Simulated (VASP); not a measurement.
# MoSe2 (P6_3/mmc) in VASP: a series of runs

The runs below take MoSe2 through single point, relaxation of cell and atoms, with PBEsol.

Program: VASP 6.6.1. These are calculated values, not measurements. Logs are shortened: lines on timing, memory, paths and dates and some standing lists are left out, and cuts for length are marked.

### Step 1. The cell of the first run

Symmetry: P6_3/mmc, No. 194, hexagonal system. The conventional cell has a = 3.269 Å, b = 3.269 Å, c = 13.109 Å, α = 90.00°, β = 90.00°, γ = 120.00°. Within 3.3 Å of Mo (site symmetry -6m2) lie 6 Se at 2.52 Å and 6 Mo at 3.27 Å. Se (site symmetry 3m) has 3 Mo at 2.52 Å and 7 Se at 3.27 to 3.33 Å within 3.4 Å.

### Step 2. Single point, PBEsol

INCAR reads:

```
PREC = Accurate ; ENCUT = 500
EDIFF = 1E-6 ; ISMEAR = 0
SIGMA = 0.02 ; LREAL = F
LASPH = T ; NELM = 120
ALGO = Normal ; ISIF = 2
LWAVE = F ; LCHARG = T
GGA = PS ; LELF = T
LVHAR = T ; NBANDS = 35
GGA_COMPAT = F
```

KPOINTS reads:

```
Automatic mesh
0
Gamma
  12 12 2
```

POSCAR reads:

```
MoSe2
1.0
    3.2693322436      0.0000000000      0.0000000000
   -1.6346661218      2.8313247764      0.0000000000
    0.0000000000      0.0000000000     13.1091991856
Mo Se
2 4
Direct
    0.3333333333      0.6666666667      0.2500000000
    0.6666666667      0.3333333333      0.7500000000
    0.3333333333      0.6666666667      0.6230427511
    0.6666666667      0.3333333333      0.1230427511
    0.3333333333      0.6666666667      0.8769572489
    0.6666666667      0.3333333333      0.3769572489
```

Potentials or basis: VASP PAW PBE potentials, release 64 (Mo_sv, Se).

The run is started by

```console
cat potpaw_PBE.64/Mo_sv/POTCAR potpaw_PBE.64/Se/POTCAR > POTCAR
mpirun -np 1 vasp_std > vasp.out
```

OUTCAR:

```text
PREC = Accurate
   ENCUT = 500
   EDIFF = 1E-6
   ISMEAR = 0
   LREAL = F
   LASPH = T
   NELM = 120
   ISIF = 2
   GGA = PS

 ion  position               nearest neighbor table
   1  0.333  0.667  0.250-   4 2.52   6 2.52   4 2.52   6 2.52   4 2.52   6 2.52
   2  0.667  0.333  0.750-   3 2.52   5 2.52   3 2.52   5 2.52   3 2.52   5 2.52
   3  0.333  0.667  0.623-   2 2.52   2 2.52   2 2.52
   4  0.667  0.333  0.123-   1 2.52   1 2.52   1 2.52
   5  0.333  0.667  0.877-   2 2.52   2 2.52   2 2.52
   6  0.667  0.333  0.377-   1 2.52   1 2.52   1 2.52

  LATTYP: Found a hexagonal cell.
 ALAT       =     3.2693322436
 C/A-ratio  =     4.0097482326

  Lattice vectors:

 A1 = (   3.2693322436,   0.0000000000,   0.0000000000)
 A2 = (  -1.6346661218,   2.8313247764,   0.0000000000)
 A3 = (   0.0000000000,   0.0000000000,  13.1091991856)

Analysis of symmetry for initial positions (statically):
=====================================================================
 Subroutine PRICEL returns:
 Original cell was already a primitive cell.

 Routine SETGRP: Setting up the symmetry group for a
 hexagonal supercell.

 Subroutine GETGRP returns: Found 24 space group operations
 (whereof 12 operations were pure point group operations)
 out of a pool of 24 trial point group operations.

The static configuration has the point symmetry D_3d.
 The point group associated with its full space group is D_6h.

Analysis of symmetry for dynamics (positions and initial velocities):
=====================================================================
 Subroutine PRICEL returns:
 Original cell was already a primitive cell.

 Routine SETGRP: Setting up the symmetry group for a
 hexagonal supercell.

 Subroutine GETGRP returns: Found 24 space group operations
 (whereof 12 operations were pure point group operations)
 out of a pool of 24 trial point group operations.

The dynamic configuration has the point symmetry D_3d.
 The point group associated with its full space group is D_6h.

 Subroutine INISYM returns: Found 24 space group operations
 (whereof 12 operations are pure point group operations),
 and found     1 'primitive' translations

----------------------------------------------------------------------------------------

                                     Primitive cell

  volume of cell :     121.3458

  direct lattice vectors                    reciprocal lattice vectors
     3.269332244  0.000000000  0.000000000     0.305872859  0.176595777  0.000000000
    -1.634666122  2.831324776  0.000000000     0.000000000  0.353191555  0.000000000
     0.000000000  0.000000000 13.109199186     0.000000000  0.000000000  0.076282310

  length of vectors
     3.269332244  3.269332244 13.109199186     0.353191555  0.353191555  0.076282310

  position of ions in fractional coordinates (direct lattice)
     0.333333333  0.666666667  0.250000000
     0.666666667  0.333333333  0.750000000
     0.333333333  0.666666667  0.623042751
     0.666666667  0.333333333  0.123042751
     0.333333333  0.666666667  0.876957249
     0.666666667  0.333333333  0.376957249

  ion indices of the primitive-cell ions
   primitive index   ion index
                 1           1
                 2           2
                 3           3
                 4           4
                 5           5
                 6           6

----------------------------------------------------------------------------------------

 KPOINTS: Automatic mesh

Automatic generation of k-mesh.
 Grid dimensions read from file:
 generate k-points for:   12   12    2

 Generating k-lattice:

  Cartesian coordinates                     Fractional coordinates (reciprocal lattice)
     0.025489405  0.014716315  0.000000000     0.083333333  0.000000000  0.000000000
     0.000000000  0.029432630  0.000000000     0.000000000  0.083333333  0.000000000
     0.000000000  0.000000000  0.038141155     0.000000000  0.000000000  0.500000000

  Length of vectors
     0.029432630  0.029432630  0.038141155

  Shift w.r.t. Gamma in fractional coordinates (k-lattice)
     0.000000000  0.000000000  0.000000000

 Subroutine IBZKPT returns following result:
 ===========================================

 Found     38 irreducible k-points:

 Following reciprocal coordinates:
            Coordinates               Weight
  0.000000  0.000000  0.000000      1.000000
  0.083333  0.000000  0.000000      6.000000
  0.166667  0.000000  0.000000      6.000000
  0.250000  0.000000  0.000000      6.000000
  0.333333  0.000000  0.000000      6.000000
  0.416667  0.000000  0.000000      6.000000
[... 16 lines left out ...]
  0.250000  0.000000  0.500000      6.000000
  0.333333  0.000000  0.500000      6.000000
 [... further k-points ...]
   k-points           NKPTS =     38   k-points in BZ     NKDIM =     38   number of bands    NBANDS=     35
   number of dos      NEDOS =    301   number of ions     NIONS =      6
   total plane-waves  NPLWV =  55296
   dimension x,y,z NGX =    24 NGY =   24 NGZ =   96
   dimension x,y,z NGXF=    48 NGYF=   48 NGZF=  192
   ions per type =               2   4
   NGX,Y,Z   is equivalent  to a cutoff of  12.20, 12.20, 12.17 a.u.
   NGXF,Y,Z  is equivalent  to a cutoff of  24.41, 24.41, 24.35 a.u.
 SYSTEM =  unknown system
   PREC   = accura    normal or accurate (medium, high low for compatibility)
   ISTART =      0    job   : 0-new  1-cont  2-samecut
   ICHARG =      2    charge: 1-file 2-atom 10-const
   ISPIN  =      1    spin polarized calculation?
   LNONCOLLINEAR =      F non collinear calculations
   LSORBIT =      F    spin-orbit coupling
   LASPH  =      T    aspherical Exc in radial PAW
   ENCUT  =  500.0 eV  36.75 Ry    6.06 a.u.   5.96  5.96 23.90*2*pi/ulx,y,z
   NELM   =    120;   NELMIN=  2; NELMDL= -5     # of ELM steps
   EDIFF  = 0.1E-05   stopping-criterion for ELM
   LREAL  =      F    real-space projection
   EDIFFG = 0.1E-04   stopping-criterion for IOM
   NSW    =      0    number of steps for IOM
   IBRION =     -1    ionic relax: 0-MD 1-quasi-New 2-CG
   NFREE  =      0    steps in history (QN), initial steepest desc. (CG)
   ISIF   =      2    stress and relaxation
   ISYM   =      2    0-nonsym 1-usesym 2-fastsym
   POTIM  = 0.5000    time-step for ionic-motion
   TEBEG  =    0.0;   TEEND  =   0.0 temperature during run
   PSTRESS=    0.0 pullay stress
   NELECT =      52.0000    total number of electrons
   NUPDOWN=      -1.0000    fix difference up-down
   EMIN   =  10.00;   EMAX   =-10.00  energy-range for DOS
   EFERMI =   0.00;   METHOD = LEGACY
   ISMEAR =     0;   SIGMA  =   0.02  broadening in eV -4-tet -1-fermi 0-gaus
   EFERMI_NEDOS =   21; number of points for ismear=-14 and -15
   IALGO  =     38    algorithm
   IMIX   =      4    mixing-type and parameters
     AMIX     =   0.40;   BMIX     =  1.00
     AMIX_MAG =   1.60;   BMIX_MAG =  1.00
  volume/ion in A,a.u.               =      20.22       136.48
  Fermi-wavevector in a.u.,A,eV,Ry     =   1.234244  2.332383 20.726543  1.523358
  Thomas-Fermi vector in A             =   2.368942
   LORBIT       =      0    0 simple, 1 ext, 2 COOP (PROOUT), +10 PAW based schemes
   GGA     = PS    functional components
   LHFCALC =     F    Hartree Fock is set to
   AEXX    =    0.0000 exact exchange contribution
   IVDW    =     0    specifies the selected vdW correction
   LEPSILON=     F    determine dielectric tensor
   LRPA    =     F    only Hartree local field effects (RPA)
 non-spin polarized calculation
 Gauss-broadening in eV      SIGMA  =   0.02
  energy-cutoff  :      500.00
  volume of cell :      121.35
 maximum number of plane-waves:      3132
 NGX is ok and might be reduce to    24
   NGX = 11   NGY = 11   NGZ = 47

 number of electron      51.9999998 magnetization

 Free energy of the ion-electron system (eV)
  ---------------------------------------------------
  ext. energy  EPLUGINS =         0.00000000
  ---------------------------------------------------
  free energy    TOTEN  =       -43.26219265 eV

  energy without entropy =      -43.26219265  energy(sigma->0) =      -43.26219265

 E-fermi :   6.3156     XC(G=0): -10.8045

 val. band max:        6.2128184293   @ k =   0.0000   0.0000   0.0000
 cond. band min:       7.1204154532   @ k =   0.1667   0.1667   0.0000
 fundamental gap:      0.9075970238
 Fermi energy:         6.3155578272

 k-point     1 :       0.0000    0.0000    0.0000
  band No.  band energies     occupation
      1     -54.7865      2.00000
      2     -54.7865      2.00000
      3     -28.9999      2.00000
      4     -28.9998      2.00000
      5     -28.7851      2.00000
      6     -28.7851      2.00000
[... 27 lines left out ...]
     34       9.2165      0.00000
     35      11.5524      0.00000

 k-point     2 :       0.0833    0.0000    0.0000
  band No.  band energies     occupation
      1     -54.7847      2.00000
      2     -54.7847      2.00000
      3     -28.9958      2.00000
      4     -28.9957      2.00000
      5     -28.8047      2.00000
      6     -28.8047      2.00000
[... 27 lines left out ...]
     34       9.0756      0.00000
     35      12.1220      0.00000

 k-point     3 :       0.1667    0.0000    0.0000
  band No.  band energies     occupation
      1     -54.7798      2.00000
      2     -54.7798      2.00000
      3     -28.9845      2.00000
      4     -28.9845      2.00000
      5     -28.8581      2.00000
      6     -28.8581      2.00000
[... 27 lines left out ...]
     34       9.4461      0.00000
     35      12.9598      0.00000

 k-point     4 :       0.2500    0.0000    0.0000
  band No.  band energies     occupation
      1     -54.7731      2.00000
      2     -54.7731      2.00000
      3     -28.9691      2.00000
      4     -28.9691      2.00000
      5     -28.9303      2.00000
      6     -28.9303      2.00000
[... 27 lines left out ...]
     34       9.8205      0.00000
     35      13.1891      0.00000

 k-point     5 :       0.3333    0.0000    0.0000
  band No.  band energies     occupation
      1     -54.7664      2.00000
      2     -54.7663      2.00000
      3     -29.0016      2.00000
      4     -29.0016      2.00000
      5     -28.9536      2.00000
      6     -28.9536      2.00000
[... 638 lines left out ...]
 k-point    22 :       0.1667    0.0000    0.5000
  band No.  band energies     occupation
      1     -54.7798      2.00000
      2     -54.7798      2.00000
      3     -28.9845      2.00000
      4     -28.9845      2.00000
      5     -28.8581      2.00000
      6     -28.8581      2.00000
[... 27 lines left out ...]
     34       9.3710      0.00000
     35      13.3042      0.00000

 k-point    23 :       0.2500    0.0000    0.5000
  band No.  band energies     occupation
      1     -54.7731      2.00000
      2     -54.7731      2.00000
      3     -28.9691      2.00000
      4     -28.9691      2.00000
      5     -28.9303      2.00000
      6     -28.9303      2.00000
[... 27 lines left out ...]
     34       9.6928      0.00000
     35      13.3573      0.00000

 k-point    24 :       0.3333    0.0000    0.5000
  band No.  band energies     occupation
      1     -54.7664      2.00000
      2     -54.7664      2.00000
      3     -29.0016      2.00000
      4     -29.0016      2.00000
      5     -28.9536      2.00000
      6     -28.9536      2.00000
[... 27 lines left out ...]
     34       9.9101      0.00000
     35      12.6632      0.00000

 [... further k-points ...]

------------------------ aborting loop because EDIFF is reached ----------------------------------------

  FORCE on cell =-STRESS in cart. coord.  units (eV):
  Direction    XX          YY          ZZ          XY          YZ          ZX
  --------------------------------------------------------------------------------------
  -------------------------------------------------------------------------------------
  Total        0.2298189      0.2298189      0.3362102      0.0000000      0.0000000      0.0000000
  in kB        3.0343900      3.0343900      4.4391162      0.0000000      0.0000000      0.0000000
  external PRESSURE =       3.5026321 kB  Pullay stress =       0.0000000 kB

 VOLUME and BASIS-vectors are now :
 -----------------------------------------------------------------------------
  energy-cutoff  :      500.00
  volume of cell :      121.35
      direct lattice vectors                 reciprocal lattice vectors
     3.269332244  0.000000000  0.000000000     0.305872859  0.176595777  0.000000000
    -1.634666122  2.831324776  0.000000000     0.000000000  0.353191555  0.000000000
     0.000000000  0.000000000 13.109199186     0.000000000  0.000000000  0.076282310

 POSITION                                       TOTAL-FORCE (eV/Angst)
 -----------------------------------------------------------------------------------
     -0.00000      1.88755      3.27730        -0.000000      0.000000      0.000000
      1.63467      0.94377      9.83190         0.000000     -0.000000      0.000000
     -0.00000      1.88755      8.16759        -0.000000      0.000000     -0.046084
      1.63467      0.94377      1.61299        -0.000000     -0.000000     -0.046084
     -0.00000      1.88755     11.49621        -0.000000      0.000000      0.046084
      1.63467      0.94377      4.94161        -0.000000     -0.000000      0.046084
 -----------------------------------------------------------------------------------
    total drift:                               -0.000000      0.000000     -0.000000

  FREE ENERGIE OF THE ION-ELECTRON SYSTEM (eV)
  ---------------------------------------------------
  free  energy   TOTEN  =       -43.2621926464 eV

  energy  without entropy=      -43.2621926464  energy(sigma->0) =      -43.26219265
```

Run time: 3.1 min. Hardware: 1 thread of AMD EPYC 7R13, shared host; peak memory 0.26 GiB.

What came out:

| Property | Result |
| --- | --- |
| Free energy | -43.2622 eV |
| Pressure | 0.4 GPa |
| Largest force | 0.046 eV/Å |
| Band gap on the k mesh | 0.91 eV (least direct gap 1.49 eV) |

Forces on the atoms (eV/Å):
```
Mo   0.000  0.000  0.000
Mo   0.000  0.000  0.000
Se   0.000  0.000 -0.046
Se   0.000  0.000 -0.046
Se   0.000  0.000  0.046
Se   0.000  0.000  0.046
```

Caveat: the PAW data sets were made with another functional, which shifts forces and pressure a little; this functional lacks dispersion, which binds the layers, so the pressure and a relaxed spacing across them are unreliable. As with any semilocal functional, this PBEsol gap is likely too small.

### Step 3. Single point, PBEsol

INCAR reads:

```
SYSTEM = MoSe2
PREC = Accurate
ENCUT = 500
EDIFF = 1E-6
ISMEAR = 0
SIGMA = 0.02
LREAL = .FALSE.
LASPH = .TRUE.
NELM = 120
ALGO = Normal
ISIF = 2
LWAVE = .FALSE.
LCHARG = .FALSE.
GGA = PS
NBANDS = 35
GGA_COMPAT = .FALSE.
```

KPOINTS reads:

```
Automatic mesh
0
G
  12 12 2
  0 0 0
```

POSCAR is that of step 2.

Potentials or basis: VASP PAW PBE potentials, release 64 (Mo_sv, Se).

The run is started by

```console
cat potpaw_PBE.64/Mo_sv/POTCAR potpaw_PBE.64/Se/POTCAR > POTCAR
mpirun -np 1 vasp_std > vasp.out
```

Wall time 3 min (1 thread of AMD EPYC 7R13, shared host); peak memory 0.26 GiB.

It converged, with:

| Item | Value |
| --- | --- |
| Free energy | -43.2622 eV |
| Pressure | 0.4 GPa |
| Largest force | 0.046 eV/Å |
| Band gap on the k mesh | 0.91 eV (least direct gap 1.49 eV) |

Forces in eV/Å, atoms in the order of the input:
```
Mo   0.000  0.000  0.000
Mo   0.000  0.000  0.000
Se   0.000  0.000 -0.046
Se   0.000  0.000 -0.046
Se   0.000  0.000  0.046
Se   0.000  0.000  0.046
```

Stress tensor (GPa, compression positive):
```
0.30 0.00 0.00
0.00 0.30 0.00
0.00 0.00 0.44
```

Levels at points of the mesh, in eV from the valence-band top:
| k point | band 23 | band 24 | band 25 | band 26 | band 27 | band 28 | band 29 | band 30 |
| --- | --- | --- | --- | --- | --- | --- | --- | --- |
| (0.00, 0.00, 0.00) | -1.42 | -1.10 | -0.89 | 0.00 | 2.63 | 2.63 | 2.69 | 2.69 |
| (0.50, 0.00, 0.00) | -1.13 | -1.06 | -1.03 | -0.81 | 1.68 | 1.72 | 1.93 | 2.26 |
| (0.00, 0.00, 0.50) | -1.44 | -1.44 | -0.20 | -0.20 | 2.65 | 2.65 | 2.65 | 2.65 |
| (0.50, 0.00, 0.50) | -1.08 | -1.08 | -0.92 | -0.92 | 1.70 | 1.70 | 2.11 | 2.11 |

Caveat: the PAW data sets were made with another functional, which shifts forces and pressure a little; this functional lacks dispersion, which binds the layers, so the pressure and a relaxed spacing across them are unreliable. A k mesh can miss the band edges.

### Step 4. Relaxation of cell and atoms, PBEsol

INCAR reads:

```
SYSTEM = MoSe2
PREC = Accurate ; ENCUT = 500
EDIFF = 1E-7 ; ISMEAR = 0
SIGMA = 0.02 ; LREAL = .FALSE.
LASPH = .TRUE. ; NELM = 120
ALGO = Normal ; ISIF = 3
LWAVE = .FALSE. ; LCHARG = .FALSE.
GGA = PS ; IBRION = 2
NSW = 100 ; EDIFFG = -0.005
GGA_COMPAT = .FALSE. ; NELMIN = 4
```

KPOINTS reads:

```
regular mesh
0
G
  12 12 2
  0 0 0
```

POSCAR reads:

```
MoSe2
1.0
    3.2685285699      0.0000000000      0.0000000000
   -1.6342642850      2.8306287745      0.0000000000
    0.0000000000      0.0000000000     13.0950318665
Mo Se
2 4
Direct
    0.3333333333      0.6666666667      0.2500000000
    0.6666666667      0.3333333333      0.7500000000
    0.3333333333      0.6666666667      0.6228546753
    0.6666666667      0.3333333333      0.1228546753
    0.3333333333      0.6666666667      0.8771453247
    0.6666666667      0.3333333333      0.3771453247
```

The run is started by

```console
cat potpaw_PBE.64/Mo_sv/POTCAR potpaw_PBE.64/Se/POTCAR > POTCAR
mpirun -np 1 vasp_std > vasp.out
```

Wall time 10 min (1 thread of AMD EPYC 7R13, shared host); peak memory 0.27 GiB.

It converged, with:

```
Free energy                           : -43.2625 eV
Relaxed volume                        : 20.25 Å³/atom
Relaxed cell                          : a = 3.272 Å, b = 3.272 Å, c = 13.105 Å, α = 90.00°, β = 90.00°, γ = 120.00°
Space group after relaxing (to 0.1 Å) : P6_3/mmc (No. 194)
Energy gained by relaxing             : 0.1 meV/atom
Ionic steps                           : 6
Pressure after relaxing               : 0.0 GPa
Largest force after relaxing          : 0.004 eV/Å
Band gap on the k mesh                : 0.90 eV (least direct gap 1.49 eV)
```

Forces on the atoms (eV/Å):
```
Mo   0.000  0.000  0.000
Mo   0.000  0.000  0.000
Se   0.000  0.000  0.004
Se   0.000  0.000  0.004
Se   0.000  0.000 -0.004
Se   0.000  0.000 -0.004
```

Step by step:
```tsv
step	energy change (eV)	largest force (eV/Å)	pressure (GPa)	volume (Å³)
1	0.0000	0.0386	0.36	121.16
2	0.0010	0.1014	-0.66	121.96
3	-0.0004	0.0090	0.02	121.43
4	-0.0004	0.0100	0.02	121.43
5	-0.0004	0.0057	0.00	121.48
6	-0.0004	0.0043	0.00	121.49
```

Final structure:
```xyz
6
Lattice="3.2718 0.0000 0.0000 -1.6359 2.8334 0.0000 0.0000 0.0000 13.1051" Properties=species:S:1:pos:R:3 pbc="T T T"
Mo    0.0000    1.8890    3.2763
Mo    1.6359    0.9445    9.8288
Se    0.0000    1.8890    8.1624
Se    1.6359    0.9445    1.6099
Se    0.0000    1.8890   11.4952
Se    1.6359    0.9445    4.9427
```

Levels at points of the mesh, in eV from the valence-band top:
```
           k point  band 24  band 25  band 26  band 27  band 28  band 29
(0.00, 0.00, 0.00)    -1.09    -0.88     0.00     2.62     2.62     2.68
(0.50, 0.00, 0.00)    -1.05    -1.03    -0.81     1.68     1.72     1.92
(0.00, 0.00, 0.50)    -1.43    -0.20    -0.20     2.64     2.64     2.64
(0.50, 0.00, 0.50)    -1.08    -0.92    -0.92     1.69     1.69     2.10
```

Caveat: the PAW data sets were made with another functional, which shifts forces and pressure a little; this functional lacks dispersion, which binds the layers, so the pressure and a relaxed spacing across them are unreliable.
